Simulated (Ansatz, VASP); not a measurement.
## One calculation of Pb, two programs

Contents of INCAR:

```
  PREC = Accurate
  ENCUT = 520
  EDIFF = 1E-6
  ISMEAR = -1
  SIGMA = 0.1
  LREAL = F
  LASPH = T
  NELM = 60
  ALGO = Normal
  ISIF = 2
  LWAVE = F
  LCHARG = T
  GGA = RE
  LELF = T
  LVHAR = T
  NBANDS = 28
```

The input KPOINTS:

```
Automatic mesh
0
Gamma
  7 7 10
```

Contents of POSCAR:

```
Pb
1.0
    5.5948471709      0.0000000000      0.0000000000
   -2.7974235855      4.8452797803      0.0000000000
    0.0000000000      0.0000000000      3.3771450887
Pb
3
Direct
    0.0000000000      0.0000000000      0.0000000000
    0.3333333333      0.6666666667      0.5000000000
    0.6666666667      0.3333333333      0.5000000000
```

Input for Ansatz:

```yaml
crystal:
  lattice:
    - [5.5948471709, 0.0, 0.0]
    - [-2.7974235855, 4.8452797803, 0.0]
    - [0.0, 0.0, 3.3771450887]
  atoms:
    - { symbol: Pb, position: [0.0, 0.0, 0.0] }
    - { symbol: Pb, position: [0.3333333333, 0.6666666667, 0.5] }
    - { symbol: Pb, position: [0.6666666667, 0.3333333333, 0.5] }
hamiltonian:
  xc: revpbe
  pseudopotentials:
    kind: paw
    azcp:
      Pb: "pseudopotentials/Pb.paw.azcp"
basis:
  ecutwfc: 420
  fft_grid_basis: typed
kpoints:
  mp_grid: { grid: [7, 7, 10], shift: [0, 0, 0] }
magnetization:
  spin_polarized: false
scf:
  occupations: { method: fermi_dirac, width: 0.1 }
  lower_state_search: "off"
output:
  stress: true
```

Alike in both runs: task single point; functional revPBE; k mesh 7 × 7 × 10; occupations fermi-dirac, width 0.1 eV; no spin polarisation.

|  | VASP | Ansatz |
| --- | --- | --- |
| version | VASP 6.6.1 | Ansatz 0.2.0 |
| potentials or method | VASP PAW PBE potentials, release 64 (Pb_d), cutoff 520 eV | plane waves (420 eV) with PAW, scalar-relativistic |
| valence electrons in the cell | 42 | 42 |

Ansatz gave:

| Quantity | Value |
| --- | --- |
| pressure (GPa) | 3.6 |
| traceless stress, the component that is largest in VASP (GPa) | -0.43 |

Q: Estimate VASP's values.

A: Pressure (GPa): 3.5; traceless stress, the component that is largest in VASP (GPa): -0.44.

VASP's potentials were made for PBE, not for revPBE.

Neither program's run includes spin-orbit coupling.
